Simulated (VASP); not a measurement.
Runs of VASP 6.6.1 on KF. The structure is that of space group Fm-3m (No. 225), or close to it. The cells are those of the table. 

| task | level | cell | k mesh | cutoff (eV) | smearing | tolerance level | purpose | route | dipole correction | grid for exact exchange (PRECFOCK) | gap on the mesh (eV) | pressure (GPa) |
| --- | --- | --- | --- | --- | --- | --- | --- | --- | --- | --- | --- | --- |
| band structure | r2SCAN | a = 3.779 Å, angles 60.0°, 2 atoms | 6 × 6 × 6 | 460 | gaussian 0.03 eV | standard | bands | KPOINTS_OPT | - | - | 6.83 | -1.3 |
| relaxation of the atoms | PBE | atoms relaxed from a = 3.779, b = 3.855, c = 3.855 Å, angles 58.7, 60.7, 60.7°, 2 atoms | 9 × 9 × 9 | 520 | fermi-dirac 0.05 eV | - | - | - | no | - | 5.94 | 0.2 |
| single point | HSE06 | a = 3.753 Å, angles 60.0°, 2 atoms | 6 × 6 × 6 | 520 | fermi-dirac 0.05 eV | - | - | - | no | Normal | (a) | 1.3 |
| single point | PBE0 | a = 3.853 Å, angles 60.0°, 2 atoms | 6 × 6 × 6 | 520 | fermi-dirac 0.05 eV | - | - | - | no | Normal | (b) | -1.2 |
| band structure | r2SCAN | a = 3.779 Å, angles 60.0°, 2 atoms | 11 × 11 × 11 | 640 | gaussian 0.03 eV | standard | bands | KPOINTS_OPT | - | - | 6.83 | -0.5 |
| single point | PBE | a = 3.779, b = 3.855, c = 3.855 Å, angles 58.7, 60.7, 60.7°, 2 atoms | 9 × 9 × 9 | 520 | fermi-dirac 0.05 eV | - | - | - | no | - | 5.94 | 0.2 |

Alike in all rows: potentials or basis VASP PAW PBE potentials, release 64 (K_sv, F); no spin polarisation.

Q: Estimate the missing entries.

A: (a) 8.28; (b) 8.62.

Caveats: the PAW data sets were made with another functional, which shifts forces and pressure a little (at least some runs); the cutoff is under 1.25 times the usual one of these potentials, so pressure, stress and relaxed cells hold a basis-set (Pulay) error (at least some runs).

A k mesh can miss the band edges.
